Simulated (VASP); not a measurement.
Wanted: the native input for a VASP 6.6.1 run.

```
Task                   : single point
Functional             : PBE
Potentials or basis    : VASP PAW PBE potentials, release 64 (Al, N)
Cutoff                 : 520 eV
k mesh                 : 10 × 10 × 10
Occupations            : gaussian, width 0.05 eV
Spin                   : no spin polarisation
Dipole correction      : no
Further INCAR settings : ALGO = Normal; EDIFF = 1e-07; NBANDS = 11
```

The structure of AlN lies in POSCAR:

```
AlN
1.0
    0.0000000000      2.0345180000      2.0345180000
    2.0345180000      0.0000000000      2.0345180000
    2.0345180000      2.0345180000      0.0000000000
Al N
1 1
Direct
    0.5552956523      0.4447043477      0.4447043477
    0.0000000000      0.0000000000      0.0000000000
```

This cell differs from its parent crystal: atom 1 (Al) moved by (-0.225, +0.000) A along x and y.

One way to write it, as run:

INCAR

```
SYSTEM = AlN
ALGO = Normal ; EDIFF = 1E-7
ENCUT = 520 ; GGA = PE
ISIF = 2 ; ISMEAR = 0
LASPH = .TRUE. ; LCHARG = .TRUE.
LELF = .TRUE. ; LREAL = .FALSE.
LVHAR = .TRUE. ; LWAVE = .FALSE.
NBANDS = 11 ; NELM = 100
PREC = Accurate ; SIGMA = 0.05
```

KPOINTS

```
k-points
0
G
  10 10 10
  0 0 0
```

Potentials or basis: VASP PAW PBE potentials, release 64 (Al, N).

Launch:

```sh
$ cat potpaw_PBE.64/Al/POTCAR potpaw_PBE.64/N/POTCAR > POTCAR
$ mpirun -np 1 vasp_std > vasp.out
```

Results of the run:

- Pressure: 8.4 GPa
- Largest force: 2.160 eV/Å
- Band gap on the k mesh: 4.29 eV, indirect (least direct gap 5.32 eV)

Caveat: the cell differs from its parent crystal (atom 1 (Al) moved by (-0.225, +0.000) A along x and y); forces of over 1 eV/Å act on the atoms, so gaps and moduli don't describe the material at rest.

It took 20 s on 1 thread of AMD EPYC 7R43 64-Core Processor (Zen 3), on a shared host, peak memory 0.1 GiB.
